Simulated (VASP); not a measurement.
Write the native input for VASP 6.6.1 that does the following.

- Task: single point
- Functional: r2SCAN
- Potentials or basis: VASP PAW PBE potentials, release 64 (Cd, Se)
- Cutoff: 520 eV
- k mesh: 4 × 4 × 4
- Occupations: gaussian, width 0.02 eV
- Spin: no spin polarisation
- Dipole correction: no
- Further INCAR settings: ALGO = Normal; EDIFF = 1e-06; NBANDS = 66

The system is CdSe.

```
CELL_PARAMETERS angstrom
7.61659 0.00000 0.00000
0.00000 7.61659 0.00000
0.00000 0.00000 7.61659
ATOMIC_POSITIONS crystal
Cd 0.50000 0.00000 0.75000
Cd 0.75000 0.50000 0.00000
Cd 0.00000 0.75000 0.50000
Cd 0.50000 0.00000 0.25000
Cd 0.25000 0.50000 0.00000
Cd 0.00000 0.25000 0.50000
Se 0.00000 0.50000 0.75000
Se 0.75000 0.00000 0.50000
Se 0.50000 0.75000 0.00000
Se 0.00000 0.50000 0.25000
Se 0.25000 0.00000 0.50000
Se 0.50000 0.25000 0.00000
```

One way to write it, as run:

POSCAR

```
CdSe
1.0
    7.6165852965      0.0000000000      0.0000000000
    0.0000000000      7.6165852965      0.0000000000
    0.0000000000      0.0000000000      7.6165852965
Cd Se
6 6
Direct
    0.5000000000      0.0000000000      0.7500000000
    0.7500000000      0.5000000000      0.0000000000
    0.0000000000      0.7500000000      0.5000000000
    0.5000000000      0.0000000000      0.2500000000
    0.2500000000      0.5000000000      0.0000000000
    0.0000000000      0.2500000000      0.5000000000
    0.0000000000      0.5000000000      0.7500000000
    0.7500000000      0.0000000000      0.5000000000
    0.5000000000      0.7500000000      0.0000000000
    0.0000000000      0.5000000000      0.2500000000
    0.2500000000      0.0000000000      0.5000000000
    0.5000000000      0.2500000000      0.0000000000
```

INCAR.step1

```
SYSTEM = CdSe
ALGO = Normal ; EDIFF = 1E-4
ENCUT = 520 ; GGA = PE
ISMEAR = 0 ; LASPH = .True.
LCHARG = .False. ; LREAL = .False.
LWAVE = .True. ; NBANDS = 66
NELM = 80 ; PREC = Accurate
SIGMA = 0.02
```

INCAR.step2

```
SYSTEM = CdSe
ALGO = Normal ; EDIFF = 1E-6
ENCUT = 520 ; ISIF = 2
ISMEAR = 0 ; ISTART = 1
LASPH = .True. ; LCHARG = .False.
LMIXTAU = .True. ; LREAL = .False.
LWAVE = .False. ; METAGGA = R2SCAN
NBANDS = 66 ; NELM = 80
PREC = Accurate ; SIGMA = 0.02
```

KPOINTS

```
k-points
0
Gamma
  4 4 4
  0 0 0
```

Potentials or basis: VASP PAW PBE potentials, release 64 (Cd, Se).

Launch:

```bash
$ cat potpaw_PBE.64/Cd/POTCAR potpaw_PBE.64/Se/POTCAR > POTCAR
$ cp INCAR.step1 INCAR
$ mpirun -np 1 vasp_std > vasp.out
$ cp INCAR.step2 INCAR
$ mpirun -np 1 vasp_std > vasp.out
```

It gave:

```
Pressure               : -0.9 GPa
Band gap on the k mesh : 1.12 eV
```

Caveat: the PAW data sets were made with another functional, which shifts forces and pressure a little.

Wall time 9.7 min on 1 thread of Intel(R) Xeon(R) 6975P-C (Granite Rapids), on a shared host, peak memory 0.64 GiB.
